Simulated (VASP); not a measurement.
# Si (a cell with a defect): single point with PBE

System: Si (a cell with a defect).

```
Si
1.0
     0.00000    5.43000    5.43000
     5.43000    0.00000    5.43000
     5.43000    5.43000    0.00000
Si
17
Direct
  0.02163 0.99302 0.99310
  0.13298 0.12436 0.12411
  0.99848 0.01033 0.49612
  0.13343 0.12395 0.61942
  0.99775 0.49636 0.01031
  0.13303 0.61933 0.12405
  0.99853 0.49583 0.49603
  0.08903 0.63727 0.63714
  0.50484 0.00399 0.00379
  0.64795 0.11755 0.11779
  0.50524 0.00348 0.48852
  0.61969 0.14604 0.61798
  0.50489 0.48823 0.00370
  0.61898 0.61820 0.14555
  0.46013 0.51364 0.51319
  0.61974 0.61704 0.61780
  0.69817 0.76773 0.76699
```

```yaml
Program: VASP 6.6.1
Task: single point
Functional: PBE
Potentials_or_basis: VASP PAW PBE potentials, release 64 (Si)
Cutoff: 520 eV
k_mesh: 2 × 2 × 2
Occupations: gaussian, width 0.02 eV
Spin: no spin polarisation
```

```yaml
Pressure: 5.0 GPa
Largest_force: 0.290 eV/Å
Band_gap_on_the_k_mesh: zero (bands 34 and 35 overlap by 0.14 eV)
```

Forces on the atoms (eV/Å):
```
Si   0.042 -0.040 -0.042
Si   0.027 -0.024 -0.023
Si  -0.003  0.004 -0.035
Si   0.024 -0.025 -0.024
Si  -0.005 -0.035  0.004
Si   0.024 -0.024 -0.028
Si   0.035  0.004  0.003
Si  -0.091  0.091  0.091
Si   0.025 -0.024 -0.025
Si   0.042 -0.044 -0.043
Si   0.025 -0.026 -0.024
Si  -0.024  0.013 -0.102
Si   0.026 -0.024 -0.025
Si  -0.019 -0.094  0.016
Si  -0.065  0.065  0.067
Si   0.103  0.015  0.022
Si  -0.167  0.169  0.166
```

Stress tensor (GPa, compression positive):
```
 4.99  0.24  0.25
 0.24  5.06 -0.24
 0.25 -0.24  5.01
```

Levels at points of the mesh, in eV from the Fermi level:
```
           k point  band 32  band 33  band 34  band 35  band 36  band 37
(0.00, 0.00, 0.00)    -0.79    -0.79    -0.46    -0.13    -0.13     0.09
(0.50, 0.00, 0.00)    -1.39    -1.39    -0.36     0.41     0.42     1.05
(0.00, 0.50, 0.00)    -1.44    -1.23    -0.24     0.28     0.75     0.81
(0.00, 0.00, 0.50)    -1.44    -1.22    -0.24     0.27     0.75     0.81
(0.50, 0.50, 0.50)    -1.44    -1.23    -0.24     0.28     0.75     0.81
(0.50, 0.50, 0.00)    -1.85    -0.93     0.01     0.55     1.09     1.19
(0.00, 0.50, 0.50)    -1.85    -0.93     0.01     0.55     1.09     1.19
(0.50, 0.00, 0.50)    -1.85    -0.94     0.01     0.55     1.09     1.19
```

It took 5 min on 1 thread of Intel Xeon 8259CL, with other jobs on the host, peak memory 0.48 GiB.

Caveat: the k points lie up to 0.50 Å⁻¹ apart.
